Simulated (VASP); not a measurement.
A run of VASP 6.6.1 is set up as follows.

INCAR

```
ALGO     = Normal         # electronic algorithm
EDIFF    = 1E-7           # SCF threshold, eV
EDIFFG   = -0.002         # ionic threshold
ENCUT    = 500            # plane-wave cutoff, eV
GGA      = CA             # functional
GGA_COMPAT= False        
IBRION   = 2              # ionic algorithm
ISIF     = 3              # what is computed and relaxed
ISMEAR   = 0              # smearing method
LASPH    = True           # aspherical terms in the spheres
LCHARG   = False          # write CHGCAR
LREAL    = False          # projectors in reciprocal space
LWAVE    = False          # write WAVECAR
NELM     = 120            # most SCF steps
NELMIN   = 4            
NSW      = 80             # ionic steps
PREC     = Accurate       # precision mode
SIGMA    = 0.01           # smearing width, eV
```

The input KPOINTS:

```
k-points
0
Gamma
  4 4 4
```

POSCAR

```
BAs
1.0
    0.0000000000      2.3900000000      2.3900000000
    2.3900000000      0.0000000000      2.3900000000
    2.3900000000      2.3900000000      0.0000000000
B As
1 1
Direct
    0.0000000000      0.0000000000      0.0000000000
    0.2500000000      0.2500000000      0.2500000000
```

Potentials or basis: VASP PAW LDA potentials, release 64 (B, As).

Run with:

```sh
$ cat potpaw_LDA.64/B/POTCAR potpaw_LDA.64/As/POTCAR > POTCAR
$ mpirun -np 1 vasp_std > vasp.out
```

Predict the space group after relaxing (to 0.05 Å).

F-43m (No. 216).

What does it give for the relaxed volume?

13.39 Å³/atom.

Estimate the band gap on the k mesh.

1.30 eV, indirect (least direct gap 3.25 eV).

Estimate the relaxed cell.

a = 3.358 Å, b = 3.358 Å, c = 3.358 Å, α = 60.00°, β = 60.00°, γ = 60.00°.

Final structure:
```yaml
crystal:
  lattice:
    - [0.00000, 2.37439, 2.37439]
    - [2.37439, 0.00000, 2.37439]
    - [2.37439, 2.37439, 0.00000]
  atoms:
    - { symbol: B, position: [0.00000, 0.00000, 0.00000] }
    - { symbol: As, position: [0.25000, 0.25000, 0.25000] }
```

Caveat: the k points lie up to 0.57 Å⁻¹ apart in the final cell. A k mesh can miss the band edges.
